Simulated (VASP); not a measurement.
# Ca2SnF6 (Fm-3m) in VASP: further runs

Ca2SnF6 is run at these levels: PBE; tasks: single point.

Program: VASP 6.6.1. These are calculated values, not measurements. Logs are shortened: lines on timing, memory, paths and dates and some standing lists are left out, and cuts for length are marked.

**1. The cell of the first run**

The structure is cubic, space group Fm-3m (No. 225). Conventional cell: a = 7.942 Å, b = 7.942 Å, c = 7.942 Å, α = 90.00°, β = 90.00°, γ = 90.00°. Ca (site symmetry -43m) has 12 F at 2.81 Å and 4 Sn at 3.44 Å within 3.7 Å. Sn (site symmetry m-3m) has 6 F at 1.99 Å within 2.6 Å. Within 2.6 Å of F (site symmetry 4mm) lie 1 Sn at 1.99 Å.

**2. Single point, PBE**

File INCAR:

```
SYSTEM = Ca2SnF6
PREC = Accurate
ENCUT = 520
EDIFF = 1E-7
ISMEAR = 0
SIGMA = 0.1
LREAL = .False.
LASPH = .True.
NELM = 60
ALGO = Normal
ISIF = 2
LWAVE = .False.
LCHARG = .True.
GGA = PE
LELF = .True.
LVHAR = .True.
NBANDS = 48
```

File KPOINTS:

```
regular mesh
0
Gamma
  4 4 4
  0 0 0
```

File POSCAR:

```
Ca2SnF6
1.0
    0.0000000000      3.9709719500      3.9709719500
    3.9709719500      0.0000000000      3.9709719500
    3.9709719500      3.9709719500      0.0000000000
Ca Sn F
2 1 6
Direct
    0.2500000000      0.2500000000      0.2500000000
    0.7500000000      0.7500000000      0.7500000000
    0.0000000000      0.0000000000      0.0000000000
    0.7500000000      0.2500000000      0.2500000000
    0.2500000000      0.7500000000      0.7500000000
    0.2500000000      0.7500000000      0.2500000000
    0.7500000000      0.2500000000      0.7500000000
    0.2500000000      0.2500000000      0.7500000000
    0.7500000000      0.7500000000      0.2500000000
```

Potentials or basis: VASP PAW PBE potentials, release 64 (Ca_sv, Sn_d, F).

Started as:

```sh
$ cat potpaw_PBE.64/Ca_sv/POTCAR potpaw_PBE.64/Sn_d/POTCAR potpaw_PBE.64/F/POTCAR > POTCAR
$ mpirun -np 1 vasp_std > vasp.out
```

OUTCAR:

```text
SYSTEM = Ca2SnF6
   PREC = Accurate
   ENCUT = 520
   EDIFF = 1E-7
   ISMEAR = 0
   LREAL = .False.
   LASPH = .True.
   NELM = 60
   ISIF = 2
   GGA = PE

 ion  position               nearest neighbor table
   1  0.250  0.250  0.250-   3 3.44   3 3.44   3 3.44   3 3.44
   2  0.750  0.750  0.750-   3 3.44   3 3.44   3 3.44   3 3.44
   3  0.000  0.000  0.000-   4 1.99   5 1.99   6 1.99   7 1.99   8 1.99   9 1.99   1 3.44   2 3.44
                             2 3.44   2 3.44   2 3.44   1 3.44   1 3.44   1 3.44
   4  0.750  0.250  0.250-   3 1.99
   5  0.250  0.750  0.750-   3 1.99
   6  0.250  0.750  0.250-   3 1.99
   7  0.750  0.250  0.750-   3 1.99
   8  0.250  0.250  0.750-   3 1.99
   9  0.750  0.750  0.250-   3 1.99

  LATTYP: Found a face centered cubic cell.
 ALAT       =     7.9419439000

  Lattice vectors:

 A1 = (   0.0000000000,   3.9709719500,   3.9709719500)
 A2 = (   3.9709719500,   0.0000000000,   3.9709719500)
 A3 = (   3.9709719500,   3.9709719500,   0.0000000000)

Analysis of symmetry for initial positions (statically):
[... 33 lines left out ...]
                                     Primitive cell

  volume of cell :     125.2335

  direct lattice vectors                    reciprocal lattice vectors
     0.000000000  3.970971950  3.970971950    -0.125913758  0.125913758  0.125913758
     3.970971950  0.000000000  3.970971950     0.125913758 -0.125913758  0.125913758
     3.970971950  3.970971950  0.000000000     0.125913758  0.125913758 -0.125913758

  length of vectors
     5.615802387  5.615802387  5.615802387     0.218089026  0.218089026  0.218089026

  position of ions in fractional coordinates (direct lattice)
     0.250000000  0.250000000  0.250000000
     0.750000000  0.750000000  0.750000000
     0.000000000  0.000000000  0.000000000
     0.750000000  0.250000000  0.250000000
     0.250000000  0.750000000  0.750000000
     0.250000000  0.750000000  0.250000000
     0.750000000  0.250000000  0.750000000
     0.250000000  0.250000000  0.750000000
     0.750000000  0.750000000  0.250000000

  ion indices of the primitive-cell ions
   primitive index   ion index
                 1           1
                 2           2
                 3           3
                 4           4
                 5           5
                 6           6
                 7           7
                 8           8
                 9           9

----------------------------------------------------------------------------------------

 KPOINTS: regular mesh

Automatic generation of k-mesh.
 Grid dimensions read from file:
 generate k-points for:    4    4    4

 Generating k-lattice:

  Cartesian coordinates                     Fractional coordinates (reciprocal lattice)
    -0.031478439  0.031478439  0.031478439     0.250000000  0.000000000  0.000000000
     0.031478439 -0.031478439  0.031478439     0.000000000  0.250000000  0.000000000
     0.031478439  0.031478439 -0.031478439     0.000000000  0.000000000  0.250000000

  Length of vectors
     0.054522256  0.054522256  0.054522256

  Shift w.r.t. Gamma in fractional coordinates (k-lattice)
     0.000000000  0.000000000  0.000000000

 Subroutine IBZKPT returns following result:
 ===========================================

 Found      8 irreducible k-points:

 Following reciprocal coordinates:
            Coordinates               Weight
  0.000000  0.000000  0.000000      1.000000
  0.250000  0.000000  0.000000      8.000000
  0.500000  0.000000  0.000000      4.000000
  0.250000  0.250000  0.000000      6.000000
  0.500000  0.250000  0.000000     24.000000
 -0.250000  0.250000  0.000000     12.000000
  0.500000  0.500000  0.000000      3.000000
 -0.250000  0.500000  0.250000      6.000000
   k-points           NKPTS =      8   k-points in BZ     NKDIM =      8   number of bands    NBANDS=     48
   number of dos      NEDOS =    301   number of ions     NIONS =      9
   total plane-waves  NPLWV =  74088
   dimension x,y,z NGX =    42 NGY =   42 NGZ =   42
   dimension x,y,z NGXF=    84 NGYF=   84 NGZF=   84
   ions per type =               2   1   6
   NGX,Y,Z   is equivalent  to a cutoff of  12.43, 12.43, 12.43 a.u.
   NGXF,Y,Z  is equivalent  to a cutoff of  24.87, 24.87, 24.87 a.u.
 SYSTEM =  Ca2SnF6
   PREC   = accura    normal or accurate (medium, high low for compatibility)
   ISTART =      0    job   : 0-new  1-cont  2-samecut
   ICHARG =      2    charge: 1-file 2-atom 10-const
   ISPIN  =      1    spin polarized calculation?
   LNONCOLLINEAR =      F non collinear calculations
   LSORBIT =      F    spin-orbit coupling
   LASPH  =      T    aspherical Exc in radial PAW
   ENCUT  =  520.0 eV  38.22 Ry    6.18 a.u.  10.44 10.44 10.44*2*pi/ulx,y,z
   NELM   =     60;   NELMIN=  2; NELMDL= -5     # of ELM steps
   EDIFF  = 0.1E-06   stopping-criterion for ELM
   LREAL  =      F    real-space projection
   EDIFFG = 0.1E-05   stopping-criterion for IOM
   NSW    =      0    number of steps for IOM
   IBRION =     -1    ionic relax: 0-MD 1-quasi-New 2-CG
   NFREE  =      0    steps in history (QN), initial steepest desc. (CG)
   ISIF   =      2    stress and relaxation
   ISYM   =      2    0-nonsym 1-usesym 2-fastsym
   POTIM  = 0.5000    time-step for ionic-motion
   TEBEG  =    0.0;   TEEND  =   0.0 temperature during run
   PSTRESS=    0.0 pullay stress
   NELECT =      76.0000    total number of electrons
   NUPDOWN=      -1.0000    fix difference up-down
   EMIN   =  10.00;   EMAX   =-10.00  energy-range for DOS
   EFERMI =   0.00;   METHOD = LEGACY
   ISMEAR =     0;   SIGMA  =   0.10  broadening in eV -4-tet -1-fermi 0-gaus
   EFERMI_NEDOS =   21; number of points for ismear=-14 and -15
   IALGO  =     38    algorithm
   IMIX   =      4    mixing-type and parameters
     AMIX     =   0.40;   BMIX     =  1.00
     AMIX_MAG =   1.60;   BMIX_MAG =  1.00
  volume/ion in A,a.u.               =      13.91        93.90
  Fermi-wavevector in a.u.,A,eV,Ry     =   1.386030  2.619216 26.137858  1.921078
  Thomas-Fermi vector in A             =   2.510384
   LORBIT       =      0    0 simple, 1 ext, 2 COOP (PROOUT), +10 PAW based schemes
   GGA     = PE    functional components
   LHFCALC =     F    Hartree Fock is set to
   AEXX    =    0.0000 exact exchange contribution
   IVDW    =     0    specifies the selected vdW correction
   LEPSILON=     F    determine dielectric tensor
   LRPA    =     F    only Hartree local field effects (RPA)
 non-spin polarized calculation
 Gauss-broadening in eV      SIGMA  =   0.10
  energy-cutoff  :      520.00
  volume of cell :      125.23
 maximum number of plane-waves:      3383
 NGX is ok and might be reduce to    42
   NGX = 21   NGY = 21   NGZ = 21

 number of electron      76.0000080 magnetization

 Free energy of the ion-electron system (eV)
  ---------------------------------------------------
  ext. energy  EPLUGINS =         0.00000000
  ---------------------------------------------------
  free energy    TOTEN  =       -40.23984568 eV

  energy without entropy =      -40.23347830  energy(sigma->0) =      -40.23666199

 E-fermi :   6.9276     XC(G=0):  -9.9554

 val. band max:        6.8814419734   @ k =  -0.2500   0.5000   0.2500
 cond. band min:       7.1220470402   @ k =   0.2500   0.0000   0.0000
 fundamental gap:      0.2406050667
 Fermi energy:         6.9275720518

 k-point     1 :       0.0000    0.0000    0.0000
  band No.  band energies     occupation
      1     -37.3743      2.00000
      2     -37.3621      2.00000
      3     -20.4405      2.00000
      4     -20.2063      2.00000
      5     -20.2063      2.00000
      6     -19.7666      2.00000
[... 40 lines left out ...]
     47       8.9247      0.00000
     48       8.9600      0.00000

 k-point     2 :       0.2500    0.0000    0.0000
  band No.  band energies     occupation
      1     -37.3724      2.00000
      2     -37.3638      2.00000
      3     -20.4038      2.00000
      4     -20.2438      2.00000
      5     -20.2438      2.00000
      6     -19.8888      2.00000
[... 40 lines left out ...]
     47       8.7223      0.00000
     48       8.7223      0.00000

 k-point     3 :       0.5000    0.0000    0.0000
  band No.  band energies     occupation
      1     -37.3680      2.00000
      2     -37.3680      2.00000
      3     -20.3416      2.00000
      4     -20.2774      2.00000
      5     -20.2774      2.00000
      6     -20.0284      2.00000
[... 40 lines left out ...]
     47       8.4737      0.00000
     48       8.7862      0.00000

 k-point     4 :       0.2500    0.2500    0.0000
  band No.  band energies     occupation
      1     -37.3721      2.00000
      2     -37.3640      2.00000
      3     -20.4292      2.00000
      4     -20.2684      2.00000
      5     -20.2012      2.00000
      6     -19.8178      2.00000
[... 40 lines left out ...]
     47       8.4476      0.00000
     48       9.0021      0.00000

 k-point     5 :       0.5000    0.2500    0.0000
  band No.  band energies     occupation
      1     -37.3694      2.00000
      2     -37.3665      2.00000
      3     -20.4113      2.00000
      4     -20.2813      2.00000
      5     -20.2434      2.00000
      6     -19.9144      2.00000
[... 40 lines left out ...]
     47       8.7034      0.00000
     48       8.7394      0.00000

 k-point     6 :      -0.2500    0.2500    0.0000
  band No.  band energies     occupation
      1     -37.3700      2.00000
      2     -37.3659      2.00000
      3     -20.3583      2.00000
      4     -20.3029      2.00000
      5     -20.2780      2.00000
      6     -19.8848      2.00000
[... 40 lines left out ...]
     47       8.5151      0.00000
     48       8.7203      0.00000

 k-point     7 :       0.5000    0.5000    0.0000
  band No.  band energies     occupation
      1     -37.3699      2.00000
      2     -37.3659      2.00000
      3     -20.4880      2.00000
      4     -20.2271      2.00000
      5     -20.1966      2.00000
      6     -19.8652      2.00000
[... 40 lines left out ...]
     47       8.6770      0.00000
     48       9.0798      0.00000

 k-point     8 :      -0.2500    0.5000    0.2500
  band No.  band energies     occupation
      1     -37.3679      2.00000
      2     -37.3679      2.00000
      3     -20.3950      2.00000
      4     -20.3497      2.00000
      5     -20.2111      2.00000
      6     -19.8259      2.00000
[... 40 lines left out ...]
     47       8.6715      0.00000
     48       8.7559      0.00000

------------------------ aborting loop because EDIFF is reached ----------------------------------------

  FORCE on cell =-STRESS in cart. coord.  units (eV):
  Direction    XX          YY          ZZ          XY          YZ          ZX
  --------------------------------------------------------------------------------------
  -------------------------------------------------------------------------------------
  Total       15.3652572     15.3652572     15.3652572      0.0000000      0.0000000     -0.0000000
  in kB      196.5757602    196.5757602    196.5757602      0.0000000      0.0000000     -0.0000000
  external PRESSURE =     196.5757602 kB  Pullay stress =       0.0000000 kB

 VOLUME and BASIS-vectors are now :
 -----------------------------------------------------------------------------
  energy-cutoff  :      520.00
  volume of cell :      125.23
      direct lattice vectors                 reciprocal lattice vectors
     0.000000000  3.970971950  3.970971950    -0.125913758  0.125913758  0.125913758
     3.970971950  0.000000000  3.970971950     0.125913758 -0.125913758  0.125913758
     3.970971950  3.970971950  0.000000000     0.125913758  0.125913758 -0.125913758

 POSITION                                       TOTAL-FORCE (eV/Angst)
 -----------------------------------------------------------------------------------
      1.98549      1.98549      1.98549        -0.000000      0.000000      0.000000
      5.95646      5.95646      5.95646        -0.000000     -0.000000      0.000000
      0.00000      0.00000      0.00000        -0.000000      0.000000      0.000000
      1.98549      3.97097      3.97097         3.170795      0.000000      0.000000
      5.95646      3.97097      3.97097        -3.170795      0.000000      0.000000
      3.97097      1.98549      3.97097        -0.000000      3.170795      0.000000
      3.97097      5.95646      3.97097        -0.000000     -3.170795      0.000000
      3.97097      3.97097      1.98549        -0.000000      0.000000      3.170795
      3.97097      3.97097      5.95646        -0.000000      0.000000     -3.170795
 -----------------------------------------------------------------------------------
    total drift:                                0.000000      0.000000      0.000000

  FREE ENERGIE OF THE ION-ELECTRON SYSTEM (eV)
  ---------------------------------------------------
  free  energy   TOTEN  =       -40.2398456761 eV

  energy  without entropy=      -40.2334782954  energy(sigma->0) =      -40.23666199
```

Run time: 67 s. Hardware: 1 thread of Oxide Virtual Turin-like, shared host; peak memory 0.23 GiB.

Results:

```yaml
Free_energy: -40.2398 eV
Pressure: 19.7 GPa
Band_gap_on_the_k_mesh: zero (band 38 reaches 6.88 eV, above the bottom of band 39 at 6.77 eV)
```

Levels at points of the mesh, in eV from the Fermi level:
| k point | band 34 | band 35 | band 36 | band 37 | band 38 | band 39 | band 40 | band 41 | band 42 | band 43 |
| --- | --- | --- | --- | --- | --- | --- | --- | --- | --- | --- |
| (0.00, 0.00, 0.00) | -7.04 | -7.04 | -6.89 | -6.89 | -2.08 | -0.16 | -0.16 | 0.38 | 0.38 | 0.38 |
| (0.50, 0.00, 0.00) | -7.41 | -7.32 | -6.97 | -6.97 | -0.49 | 0.73 | 0.79 | 0.79 | 0.92 | 0.92 |
| (0.50, 0.50, 0.00) | -7.57 | -7.57 | -7.08 | -6.90 | -0.07 | 0.47 | 0.67 | 1.15 | 1.32 | 1.37 |

Caveat: spin-orbit coupling is left out, which moves the levels of the heavy elements.

**3. Single point, PBE**

This run uses another cell than the first one, of 15.71 Å³/atom, 1.129 times its volume.

File INCAR:

```
PREC = Accurate
ENCUT = 520
EDIFF = 1E-6
ISMEAR = 0
SIGMA = 0.1
LREAL = F
LASPH = T
NELM = 80
ALGO = Normal
ISIF = 2
LWAVE = F
LCHARG = T
GGA = PE
LELF = T
LVHAR = T
NBANDS = 48
```

File KPOINTS:

```
regular mesh
0
Gamma
  4 4 4
```

File POSCAR:

```
Ca2SnF6
1.0
    0.0000000000      4.1348313059      4.1348313059
    4.1348313059      0.0000000000      4.1348313059
    4.1348313059      4.1348313059      0.0000000000
Ca Sn F
2 1 6
Direct
    0.2500000000      0.2500000000      0.2500000000
    0.7500000000      0.7500000000      0.7500000000
    0.0000000000      0.0000000000      0.0000000000
    0.7326817418      0.2673182582      0.2673182582
    0.2673182582      0.7326817418      0.7326817418
    0.2673182582      0.7326817418      0.2673182582
    0.7326817418      0.2673182582      0.7326817418
    0.2673182582      0.2673182582      0.7326817418
    0.7326817418      0.7326817418      0.2673182582
```

Potentials or basis: VASP PAW PBE potentials, release 64 (Ca_sv, Sn_d, F).

Started as:

```sh
$ cat potpaw_PBE.64/Ca_sv/POTCAR potpaw_PBE.64/Sn_d/POTCAR potpaw_PBE.64/F/POTCAR > POTCAR
$ mpirun -np 1 vasp_std > vasp.out
```

Run time: 70 s. Hardware: 1 thread of Oxide Virtual Turin-like, shared host; peak memory 0.3 GiB.

It converged, with:

- Free energy: -42.4267 eV
- Pressure: 0.0 GPa
- Largest force: 0.027 eV/Å
- Band gap on the k mesh: 1.41 eV, indirect (least direct gap 1.80 eV)

Forces on the atoms (eV/Å):
```
Ca   0.000  0.000  0.000
Ca   0.000  0.000  0.000
Sn   0.000  0.000  0.000
F    0.027  0.000  0.000
F   -0.027  0.000  0.000
F    0.000  0.027  0.000
F    0.000 -0.027  0.000
F    0.000  0.000  0.027
F    0.000  0.000 -0.027
```

Levels at points of the mesh, in eV from the valence-band top:
| k point | band 36 | band 37 | band 38 | band 39 | band 40 | band 41 |
| --- | --- | --- | --- | --- | --- | --- |
| (0.00, 0.00, 0.00) | -4.22 | -4.22 | -1.41 | 1.41 | 1.41 | 1.64 |
| (0.50, 0.00, 0.00) | -4.30 | -4.30 | -0.25 | 1.92 | 2.01 | 2.01 |
| (0.50, 0.50, 0.00) | -4.31 | -4.23 | -0.02 | 1.78 | 2.06 | 2.40 |

Caveat: spin-orbit coupling is left out, which moves the levels of the heavy elements. A k mesh can miss the band edges.

(Part 1 of 2 ends here.)
